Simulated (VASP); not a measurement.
Input of a VASP 6.6.1 run:

Contents of INCAR:

```
ALGO = Normal ; EDIFF = 1E-7
ENCUT = 520 ; ISIF = 2
ISMEAR = -1 ; LASPH = T
LCHARG = T ; LELF = T
LREAL = F ; LVHAR = T
LWAVE = F ; NBANDS = 32
NELM = 100 ; PREC = Accurate
SIGMA = 0.1
```

The input KPOINTS:

```
k-points
0
Gamma
  14 14 4
```

POSCAR

```
Ti
1.0
    2.8945855970      0.0000000000      0.0000000000
   -1.4472927985      2.5067846604      0.0000000000
    0.0000000000      0.0000000000      9.2760443936
Ti
4
Direct
    0.0000000000      1.0000000000      0.0000000000
    0.0000000000      1.0000000000      0.5000000000
    0.3333333333      0.6666666667      0.2500000000
    0.6666666667      0.3333333333      0.7500000000
```

Potentials or basis: VASP PAW LDA potentials, release 64 (Ti_sv).

Command:

```bash
$ cat potpaw_LDA.64/Ti_sv/POTCAR > POTCAR
$ mpirun -np 1 vasp_std > vasp.out
```

(1) Estimate the band gap on the k mesh.

(2) Estimate the pressure.

Results:

(1) zero (bands 24 and 25 overlap by 1.14 eV).

(2) -4.6 GPa.

Caveat: the cell stands under tension.
